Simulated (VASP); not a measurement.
Input of a VASP 6.6.1 run:

Contents of INCAR:

```
SYSTEM = Mg
PREC = Accurate
ENCUT = 520
EDIFF = 1E-6
ISMEAR = -1
SIGMA = 0.1
LREAL = .FALSE.
LASPH = .TRUE.
NELM = 100
ALGO = Normal
ISIF = 2
LWAVE = .FALSE.
LCHARG = .FALSE.
GGA = RE
NBANDS = 9
```

Contents of KPOINTS:

```
Automatic mesh
0
G
  9 9 9
  0 0 0
```

Contents of POSCAR:

```
Mg
1.0
    0.0000000000      3.4265222117      3.4265222117
    3.4265222117      0.0000000000      3.4265222117
    3.4265222117      3.4265222117      0.0000000000
Mg
2
Direct
    0.1250000000      0.1250000000      0.1250000000
    0.8750000000      0.8750000000      0.8750000000
```

Potentials or basis: VASP PAW PBE potentials, release 64 (Mg).

The run is started by

```sh
$ cat potpaw_PBE.64/Mg/POTCAR > POTCAR
$ mpirun -np 1 vasp_std > vasp.out
```

(1) Predict the band gap on the k mesh.

(2) Predict the pressure.

Results:

(1) zero (band 2 reaches 3.37 eV, above the bottom of band 3 at -0.29 eV).

(2) 0.4 GPa.

Caveat: the PAW data sets were made with another functional, which shifts forces and pressure a little.
